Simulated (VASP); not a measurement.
# Na2S (Fm-3m) in VASP: further runs

The runs below take Na2S through single point, with PBE.

Everything below comes from runs of VASP 6.6.1. Logs are shortened: lines on timing, memory, paths and dates and some standing lists are left out, and cuts for length are marked.

## 1. The cell of the first run

The structure is cubic, space group Fm-3m (No. 225). The conventional cell has a = 6.434 Å, b = 6.434 Å, c = 6.434 Å, α = 90.00°, β = 90.00°, γ = 90.00°. Within 3.7 Å of S (site symmetry m-3m) lie 8 Na at 2.79 Å. Within 3.7 Å of Na (site symmetry -43m) lie 4 S at 2.79 Å and 6 Na at 3.22 Å.

## 2. Single point, PBE (volume changed by -6%)

INCAR

```
SYSTEM = Na2S
  PREC = Accurate
  ENCUT = 500
  EDIFF = 1E-6
  ISMEAR = 0
  SIGMA = 0.01
  LREAL = .False.
  LASPH = .True.
  NELM = 120
  ALGO = Normal
  ISIF = 2
  LWAVE = .False.
  LCHARG = .False.
  GGA = PE
  NBANDS = 17
  GGA_COMPAT = .False.
```

KPOINTS

```
Automatic mesh
0
Gamma
  6 6 6
  0 0 0
```

POSCAR

```
Na2S
1.0
    0.0000000000      3.2167964445      3.2167964445
    3.2167964445      0.0000000000      3.2167964445
    3.2167964445      3.2167964445      0.0000000000
S Na
1 2
Direct
    0.0000000000      0.0000000000      0.0000000000
    0.2500000000      0.2500000000      0.2500000000
    0.7500000000      0.7500000000      0.7500000000
```

Potentials or basis: VASP PAW PBE potentials, release 64 (S, Na_pv).

Launch:

```bash
cat potpaw_PBE.64/S/POTCAR potpaw_PBE.64/Na_pv/POTCAR > POTCAR
mpirun -np 1 vasp_std > vasp.out
```

OUTCAR:

```text
SYSTEM = Na2S
   PREC = Accurate
   ENCUT = 500
   EDIFF = 1E-6
   ISMEAR = 0
   LREAL = .False.
   LASPH = .True.
   NELM = 120
   ISIF = 2
   GGA = PE

 ion  position               nearest neighbor table
   1  0.000  0.000  0.000-   3 2.79   3 2.79   3 2.79   2 2.79   3 2.79   2 2.79   2 2.79   2 2.79

   2  0.250  0.250  0.250-   1 2.79   1 2.79   1 2.79   1 2.79
   3  0.750  0.750  0.750-   1 2.79   1 2.79   1 2.79   1 2.79

  LATTYP: Found a face centered cubic cell.
 ALAT       =     6.4335928890

  Lattice vectors:

 A1 = (   0.0000000000,   3.2167964445,   3.2167964445)
 A2 = (   3.2167964445,   0.0000000000,   3.2167964445)
 A3 = (   3.2167964445,   3.2167964445,   0.0000000000)

Analysis of symmetry for initial positions (statically):
=====================================================================
 Subroutine PRICEL returns:
 Original cell was already a primitive cell.

 Routine SETGRP: Setting up the symmetry group for a
 face centered cubic supercell.

 Subroutine GETGRP returns: Found 48 space group operations
 (whereof 48 operations were pure point group operations)
 out of a pool of 48 trial point group operations.

The static configuration has the point symmetry O_h .

Analysis of symmetry for dynamics (positions and initial velocities):
=====================================================================
 Subroutine PRICEL returns:
 Original cell was already a primitive cell.

 Routine SETGRP: Setting up the symmetry group for a
 face centered cubic supercell.

 Subroutine GETGRP returns: Found 48 space group operations
 (whereof 48 operations were pure point group operations)
 out of a pool of 48 trial point group operations.

The dynamic configuration has the point symmetry O_h .

 Subroutine INISYM returns: Found 48 space group operations
 (whereof 48 operations are pure point group operations),
 and found     1 'primitive' translations

----------------------------------------------------------------------------------------

                                     Primitive cell

  volume of cell :      66.5734

  direct lattice vectors                    reciprocal lattice vectors
     0.000000000  3.216796444  3.216796444    -0.155434143  0.155434143  0.155434143
     3.216796444  0.000000000  3.216796444     0.155434143 -0.155434143  0.155434143
     3.216796444  3.216796444  0.000000000     0.155434143  0.155434143 -0.155434143

  length of vectors
     4.549237159  4.549237159  4.549237159     0.269219834  0.269219834  0.269219834

  position of ions in fractional coordinates (direct lattice)
     0.000000000  0.000000000  0.000000000
     0.250000000  0.250000000  0.250000000
     0.750000000  0.750000000  0.750000000

  ion indices of the primitive-cell ions
   primitive index   ion index
                 1           1
                 2           2
                 3           3

----------------------------------------------------------------------------------------

 KPOINTS: Automatic mesh

Automatic generation of k-mesh.
 Grid dimensions read from file:
 generate k-points for:    6    6    6

 Generating k-lattice:

  Cartesian coordinates                     Fractional coordinates (reciprocal lattice)
    -0.025905691  0.025905691  0.025905691     0.166666667  0.000000000  0.000000000
     0.025905691 -0.025905691  0.025905691     0.000000000  0.166666667  0.000000000
     0.025905691  0.025905691 -0.025905691     0.000000000  0.000000000  0.166666667

  Length of vectors
     0.044869972  0.044869972  0.044869972

  Shift w.r.t. Gamma in fractional coordinates (k-lattice)
     0.000000000  0.000000000  0.000000000

 Subroutine IBZKPT returns following result:
 ===========================================

 Found     16 irreducible k-points:

 Following reciprocal coordinates:
            Coordinates               Weight
  0.000000  0.000000  0.000000      1.000000
  0.166667  0.000000  0.000000      8.000000
  0.333333  0.000000  0.000000      8.000000
  0.500000  0.000000  0.000000      4.000000
  0.166667  0.166667  0.000000      6.000000
  0.333333  0.166667  0.000000     24.000000
[... 8 lines left out ...]
 -0.333333  0.333333  0.166667     24.000000
 -0.333333  0.500000  0.166667     12.000000
   k-points           NKPTS =     16   k-points in BZ     NKDIM =     16   number of bands    NBANDS=     17
   number of dos      NEDOS =    301   number of ions     NIONS =      3
   total plane-waves  NPLWV =  46656
   dimension x,y,z NGX =    36 NGY =   36 NGZ =   36
   dimension x,y,z NGXF=    72 NGYF=   72 NGZF=   72
   ions per type =               1   2
   NGX,Y,Z   is equivalent  to a cutoff of  13.16, 13.16, 13.16 a.u.
   NGXF,Y,Z  is equivalent  to a cutoff of  26.31, 26.31, 26.31 a.u.
 SYSTEM =  Na2S
   PREC   = accura    normal or accurate (medium, high low for compatibility)
   ISTART =      0    job   : 0-new  1-cont  2-samecut
   ICHARG =      2    charge: 1-file 2-atom 10-const
   ISPIN  =      1    spin polarized calculation?
   LNONCOLLINEAR =      F non collinear calculations
   LSORBIT =      F    spin-orbit coupling
   LASPH  =      T    aspherical Exc in radial PAW
   ENCUT  =  500.0 eV  36.75 Ry    6.06 a.u.   8.29  8.29  8.29*2*pi/ulx,y,z
   NELM   =    120;   NELMIN=  2; NELMDL= -5     # of ELM steps
   EDIFF  = 0.1E-05   stopping-criterion for ELM
   LREAL  =      F    real-space projection
   EDIFFG = 0.1E-04   stopping-criterion for IOM
   NSW    =      0    number of steps for IOM
   IBRION =     -1    ionic relax: 0-MD 1-quasi-New 2-CG
   NFREE  =      0    steps in history (QN), initial steepest desc. (CG)
   ISIF   =      2    stress and relaxation
   ISYM   =      2    0-nonsym 1-usesym 2-fastsym
   POTIM  = 0.5000    time-step for ionic-motion
   TEBEG  =    0.0;   TEEND  =   0.0 temperature during run
   PSTRESS=    0.0 pullay stress
   NELECT =      20.0000    total number of electrons
   NUPDOWN=      -1.0000    fix difference up-down
   EMIN   =  10.00;   EMAX   =-10.00  energy-range for DOS
   EFERMI =   0.00;   METHOD = LEGACY
   ISMEAR =     0;   SIGMA  =   0.01  broadening in eV -4-tet -1-fermi 0-gaus
   EFERMI_NEDOS =   21; number of points for ismear=-14 and -15
   IALGO  =     38    algorithm
   IMIX   =      4    mixing-type and parameters
     AMIX     =   0.40;   BMIX     =  1.00
     AMIX_MAG =   1.60;   BMIX_MAG =  1.00
  volume/ion in A,a.u.               =      22.19       149.75
  Fermi-wavevector in a.u.,A,eV,Ry     =   1.096439  2.071970 16.356639  1.202179
  Thomas-Fermi vector in A             =   2.232781
   LORBIT       =      0    0 simple, 1 ext, 2 COOP (PROOUT), +10 PAW based schemes
   GGA     = PE    functional components
   LHFCALC =     F    Hartree Fock is set to
   AEXX    =    0.0000 exact exchange contribution
   IVDW    =     0    specifies the selected vdW correction
   LEPSILON=     F    determine dielectric tensor
   LRPA    =     F    only Hartree local field effects (RPA)
 non-spin polarized calculation
 Gauss-broadening in eV      SIGMA  =   0.01
  energy-cutoff  :      500.00
  volume of cell :       66.57
 maximum number of plane-waves:      1711
 NGX is ok and might be reduce to    36
   NGX = 17   NGY = 17   NGZ = 17

 number of electron      19.9999994 magnetization

 Free energy of the ion-electron system (eV)
  ---------------------------------------------------
  ext. energy  EPLUGINS =         0.00000000
  ---------------------------------------------------
  free energy    TOTEN  =        -9.94971601 eV

  energy without entropy =       -9.94971601  energy(sigma->0) =       -9.94971601

 E-fermi :   0.5420     XC(G=0):  -8.0102

 val. band max:        0.4064262888   @ k =   0.0000   0.0000   0.0000
 cond. band min:       3.0594470917   @ k =   0.0000   0.0000   0.0000
 fundamental gap:      2.6530208029
 Fermi energy:         0.5419865505

 k-point     1 :       0.0000    0.0000    0.0000
  band No.  band energies     occupation
      1     -21.7334      2.00000
      2     -21.7334      2.00000
      3     -21.7334      2.00000
      4     -21.6706      2.00000
      5     -21.6706      2.00000
      6     -21.6706      2.00000
[... 9 lines left out ...]
     16       9.8775      0.00000
     17      11.9049      0.00000

 k-point     2 :       0.1667    0.0000    0.0000
  band No.  band energies     occupation
      1     -21.7308      2.00000
      2     -21.7295      2.00000
      3     -21.7295      2.00000
      4     -21.6772      2.00000
      5     -21.6751      2.00000
      6     -21.6751      2.00000
[... 9 lines left out ...]
     16       9.4439      0.00000
     17      11.2543      0.00000

 k-point     3 :       0.3333    0.0000    0.0000
  band No.  band energies     occupation
      1     -21.7232      2.00000
      2     -21.7186      2.00000
      3     -21.7186      2.00000
      4     -21.6927      2.00000
      5     -21.6871      2.00000
      6     -21.6871      2.00000
[... 9 lines left out ...]
     16      10.3659      0.00000
     17      11.0937      0.00000

 k-point     4 :       0.5000    0.0000    0.0000
  band No.  band energies     occupation
      1     -21.7133      2.00000
      2     -21.7066      2.00000
      3     -21.7041      2.00000
      4     -21.7041      2.00000
      5     -21.7021      2.00000
      6     -21.7021      2.00000
[... 9 lines left out ...]
     16      12.0049      0.00000
     17      12.0163      0.00000
[... 183 lines left out ...]
      1     -21.7485      2.00000
      2     -21.7374      2.00000
      3     -21.7228      2.00000
      4     -21.6861      2.00000
      5     -21.6765      2.00000
      6     -21.6622      2.00000
[... 9 lines left out ...]
     16      11.7921      0.00000
     17      12.7153      0.00000

 k-point    15 :      -0.3333    0.3333    0.1667
  band No.  band energies     occupation
      1     -21.7524      2.00000
      2     -21.7461      2.00000
      3     -21.7049      2.00000
      4     -21.7047      2.00000
      5     -21.6648      2.00000
      6     -21.6638      2.00000
[... 9 lines left out ...]
     16      11.2895      0.00000
     17      12.6882      0.00000

 k-point    16 :      -0.3333    0.5000    0.1667
  band No.  band energies     occupation
      1     -21.7616      2.00000
      2     -21.7507      2.00000
      3     -21.7258      2.00000
      4     -21.6834      2.00000
      5     -21.6602      2.00000
      6     -21.6562      2.00000
[... 9 lines left out ...]
     16      11.8593      0.00000
     17      12.6710      0.00000

------------------------ aborting loop because EDIFF is reached ----------------------------------------

  FORCE on cell =-STRESS in cart. coord.  units (eV):
  Direction    XX          YY          ZZ          XY          YZ          ZX
  --------------------------------------------------------------------------------------
  -------------------------------------------------------------------------------------
  Total        0.8328091      0.8328091      0.8328091      0.0000000      0.0000000      0.0000000
  in kB       20.0426587     20.0426587     20.0426587      0.0000000      0.0000000      0.0000000
  external PRESSURE =      20.0426587 kB  Pullay stress =       0.0000000 kB

 VOLUME and BASIS-vectors are now :
 -----------------------------------------------------------------------------
  energy-cutoff  :      500.00
  volume of cell :       66.57
      direct lattice vectors                 reciprocal lattice vectors
     0.000000000  3.216796444  3.216796444    -0.155434143  0.155434143  0.155434143
     3.216796444  0.000000000  3.216796444     0.155434143 -0.155434143  0.155434143
     3.216796444  3.216796444  0.000000000     0.155434143  0.155434143 -0.155434143

 POSITION                                       TOTAL-FORCE (eV/Angst)
 -----------------------------------------------------------------------------------
      0.00000      0.00000      0.00000        -0.000000      0.000000      0.000000
      1.60840      1.60840      1.60840         0.000000      0.000000      0.000000
      4.82519      4.82519      4.82519        -0.000000     -0.000000     -0.000000
 -----------------------------------------------------------------------------------
    total drift:                                0.000000      0.000000      0.000000

  FREE ENERGIE OF THE ION-ELECTRON SYSTEM (eV)
  ---------------------------------------------------
  free  energy   TOTEN  =        -9.9497160055 eV

  energy  without entropy=       -9.9497160055  energy(sigma->0) =       -9.94971601
```

Run time: 8.1 s. Hardware: 1 thread of Intel Xeon 6975P-C (Granite Rapids), shared host; peak memory 0.19 GiB.

Results:

```
Free energy            : -9.9497 eV
Pressure               : 2.0 GPa
Band gap on the k mesh : 2.65 eV, direct
```

Levels at points of the mesh, in eV from the valence-band top:
| k point | band 7 | band 8 | band 9 | band 10 | band 11 | band 12 | band 13 | band 14 |
| --- | --- | --- | --- | --- | --- | --- | --- | --- |
| (0.00, 0.00, 0.00) | -10.21 | 0.00 | 0.00 | 0.00 | 2.65 | 7.91 | 7.91 | 7.91 |
| (0.50, 0.00, 0.00) | -9.93 | -1.72 | -0.13 | -0.13 | 5.00 | 6.65 | 7.26 | 7.26 |
| (0.50, 0.50, 0.00) | -9.84 | -1.54 | -0.47 | -0.47 | 3.87 | 6.16 | 8.86 | 10.10 |

Caveat: the cell differs from its parent crystal (volume changed by -6%).

## 3. Single point, PBE

This run uses another cell than the first one, of 23.61 Å³/atom, 1.064 times its volume.

INCAR is that of step 2.

KPOINTS is that of step 2.

POSCAR

```
Na2S
1.0
    0.0000000000      3.2838322389      3.2838322389
    3.2838322389      0.0000000000      3.2838322389
    3.2838322389      3.2838322389      0.0000000000
S Na
1 2
Direct
    0.0000000000      0.0000000000      0.0000000000
    0.2500000000      0.2500000000      0.2500000000
    0.7500000000      0.7500000000      0.7500000000
```

Potentials or basis: VASP PAW PBE potentials, release 64 (S, Na_pv).

Launch:

```bash
cat potpaw_PBE.64/S/POTCAR potpaw_PBE.64/Na_pv/POTCAR > POTCAR
mpirun -np 1 vasp_std > vasp.out
```

It took 8.4 s on 1 thread of Intel Xeon 6975P-C (Granite Rapids), shared host; peak memory 0.19 GiB.

The run converged. Its results:

```
Free energy            : -9.9760 eV
Pressure               : 0.0 GPa
Band gap on the k mesh : 2.45 eV, direct
```

Levels at points of the mesh, in eV from the valence-band top:
| k point | band 8 | band 9 | band 10 | band 11 | band 12 | band 13 |
| --- | --- | --- | --- | --- | --- | --- |
| (0.00, 0.00, 0.00) | 0.00 | 0.00 | 0.00 | 2.45 | 7.70 | 7.70 |
| (0.50, 0.00, 0.00) | -1.62 | -0.13 | -0.13 | 4.74 | 6.40 | 7.12 |
| (0.50, 0.50, 0.00) | -1.45 | -0.45 | -0.45 | 3.84 | 5.97 | 8.36 |

PBE gaps usually lie below the measured ones, often by a third to a half.

(Part 1 of 2 ends here.)
